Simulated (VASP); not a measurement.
Crystal: Te.

```xyz
3
Lattice="4.4835 0.0000 0.0000 -2.2417 3.8828 0.0000 0.0000 0.0000 5.9632" Properties=species:S:1:pos:R:3 pbc="T T T"
Te    1.6387    2.8383    0.0000
Te   -0.6030    1.0445    3.9755
Te    1.2061    0.0000    1.9877
```

Base run:

| Item | Value |
| --- | --- |
| Program | VASP 6.6.1 |
| Functional | r2SCAN |
| Potentials or basis | VASP PAW PBE potentials, release 64 (Te) |
| Cutoff | 520 eV |
| k mesh | 7 × 7 × 5 |
| Occupations | fermi-dirac, width 0.05 eV |
| Spin | no spin polarisation |

Its results: band gap on the k mesh 0.77 eV (least direct gap 0.92 eV); pressure -0.1 GPa; largest force 0.166 eV/Å.

Problem. The run is repeated on the same cell with these changes: functional from r2SCAN to PBEsol. What comes out?

Solution. Band gap on the k mesh 0.59 eV (least direct gap 0.75 eV); pressure -1.8 GPa; largest force 0.023 eV/Å.

Caveats: the PAW data sets were made with another functional, which shifts forces and pressure a little; spin-orbit coupling is left out, which moves the levels of the heavy elements; an odd mesh through Γ misses points on the zone boundary, where band edges can lie.
